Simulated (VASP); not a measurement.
Input of a VASP 6.6.1 run:

File INCAR:

```
SYSTEM = Cd
PREC = Accurate
ENCUT = 520
EDIFF = 1E-6
ISMEAR = 1
SIGMA = 0.1
LREAL = .FALSE.
LASPH = .TRUE.
NELM = 60
ALGO = Normal
ISIF = 2
LWAVE = .FALSE.
LCHARG = .FALSE.
GGA = PS
NBANDS = 12
```

KPOINTS

```
regular mesh
0
G
  8 8 8
  0 0 0
```

POSCAR

```
Cd
1.0
    0.0000000000      2.2181500000      2.2181500000
    2.2181500000      0.0000000000      2.2181500000
    2.2181500000      2.2181500000      0.0000000000
Cd
1
Direct
    0.0000000000      0.0000000000      0.0000000000
```

Potentials or basis: VASP PAW PBE potentials, release 64 (Cd).

The run is started by

```console
$ cat potpaw_PBE.64/Cd/POTCAR > POTCAR
$ mpirun -np 1 vasp_std > vasp.out
```

Q: Predict the band gap on the k mesh.

A: Zero (band 6 reaches 4.67 eV, above the bottom of band 7 at 1.31 eV).

Q: Predict the pressure.

A: -1.8 GPa.

Caveat: the PAW data sets were made with another functional, which shifts forces and pressure a little.
